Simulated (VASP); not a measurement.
A run of VASP 6.6.1 is set up as follows.

INCAR

```
PREC = Accurate
ENCUT = 520
EDIFF = 1E-6
ISMEAR = 0
SIGMA = 0.1
LREAL = False
LASPH = True
NELM = 60
ALGO = Normal
ISIF = 2
LWAVE = False
LCHARG = False
GGA = PS
NBANDS = 14
```

Contents of KPOINTS:

```
Automatic mesh
0
Gamma
  18 18 18
```

POSCAR

```
VH2
1.0
    0.0000000000      2.1229238621      2.1229238621
    2.1229238621      0.0000000000      2.1229238621
    2.1229238621      2.1229238621      0.0000000000
V H
1 2
Direct
    0.0000000000      0.0000000000      0.0000000000
    0.2500000000      0.2500000000      0.2500000000
    0.7500000000      0.7500000000      0.7500000000
```

Potentials or basis: VASP PAW PBE potentials, release 64 (V_sv, H).

The run is started by

```sh
$ cat potpaw_PBE.64/V_sv/POTCAR potpaw_PBE.64/H/POTCAR > POTCAR
$ mpirun -np 1 vasp_std > vasp.out
```

**Question.** Estimate the pressure.

**Answer.** -9.8 GPa.

Caveat: the PAW data sets were made with another functional, which shifts forces and pressure a little.
